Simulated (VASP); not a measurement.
Wanted: the native input for a VASP 6.6.1 run.

| Property | Result |
| --- | --- |
| Task | single point |
| Functional | PBEsol |
| Potentials or basis | VASP PAW PBE potentials, release 64 (Ga_d, As) |
| Cutoff | 520 eV |
| k mesh | 8 × 8 × 8 |
| Occupations | gaussian, width 0.01 eV |
| Spin | no spin polarisation |
| Dipole correction | no |
| Further INCAR settings | ALGO = Normal; EDIFF = 1e-07; NBANDS = 16 |

The structure of GaAs lies in POSCAR:

```
GaAs
1.0
    0.0000000000      2.8037834735      2.8037834735
    2.8037834735      0.0000000000      2.8037834735
    2.8037834735      2.8037834735      0.0000000000
Ga As
1 1
Direct
    0.0000000000      0.0000000000      0.0000000000
    0.7500000000      0.7500000000      0.7500000000
```

One way to write it, as run:

INCAR

```
PREC = Accurate
ENCUT = 520
EDIFF = 1E-7
ISMEAR = 0
SIGMA = 0.01
LREAL = F
LASPH = T
NELM = 60
ALGO = Normal
ISIF = 2
LWAVE = F
LCHARG = F
GGA = PS
NBANDS = 16
```

KPOINTS

```
Automatic mesh
0
Gamma
  8 8 8
```

Potentials or basis: VASP PAW PBE potentials, release 64 (Ga_d, As).

Command:

```bash
$ cat potpaw_PBE.64/Ga_d/POTCAR potpaw_PBE.64/As/POTCAR > POTCAR
$ mpirun -np 1 vasp_std > vasp.out
```

Results of the run:

```yaml
Pressure: 2.2 GPa
Band_gap_on_the_k_mesh: 0.64 eV, direct
```

Caveat: the PAW data sets were made with another functional, which shifts forces and pressure a little.

Run time: 11 s on 1 thread of AMD EPYC 9R45 96-Core Processor (Zen 5) (shared host), peak memory 0.14 GiB.
